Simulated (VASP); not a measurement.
Here is a VASP 6.6.1 calculation.

The input INCAR:

```
PREC = Accurate ; ENCUT = 520
EDIFF = 1E-7 ; ISMEAR = 0
SIGMA = 0.05 ; LREAL = False
LASPH = True ; NELM = 200
ALGO = Normal ; ISIF = 2
LWAVE = False ; LCHARG = False
ISPIN = 2 ; MAGMOM = 0 0 0 0 0 0 2
LORBIT = 11 ; LDIPOL = True
IDIPOL = 3 ; DIPOL = 0.5 0.5 0.321
GGA = PE ; IBRION = 2
NSW = 36 ; EDIFFG = -0.025
GGA_COMPAT = False ; NELMIN = 4
NELMDL = -8 ; KPAR = 8
```

Contents of KPOINTS:

```
Automatic mesh
0
Gamma
  7 5 1
```

File POSCAR:

```
Ga3As3C
1.0
    4.0629609257      0.0000000000      0.0000000000
    0.0000000000      5.7458944445      0.0000000000
    0.0000000000      0.0000000000     19.8924422580
Ga As C
3 3 1
Selective dynamics
Direct
    0.5000000000      0.5000000000      0.2010813930  F F F
    0.0000000000      0.0635978709      0.3146195193  F F F
    0.5000000000      0.4877934284      0.3796180935  F F F
    0.0000000000      0.2500000000      0.2010813930  F F F
    0.5000000000      0.8095619862      0.2945554352  F F F
    0.0000000000      0.2894090607      0.4218909950  F F F
    0.0000000000      0.6227423940      0.4373391767  F F T
```

Potentials or basis: VASP PAW PBE potentials, release 64 (Ga_d, As, C).

Launch:

```console
$ cat potpaw_PBE.64/Ga_d/POTCAR potpaw_PBE.64/As/POTCAR potpaw_PBE.64/C/POTCAR > POTCAR
$ mpirun -np 8 vasp_std > vasp.out
```

(1) What does it give for the net moment?

(2) Estimate the site moments.

(3) Predict the energy gained by relaxing.

## Answers

(1) 0.52 μB per cell.

(2) Ga -0.00, +0.03, +0.04; As +0.01, +0.00 (each value once); C +0.20 μB.

(3) 23.1 meV/atom.
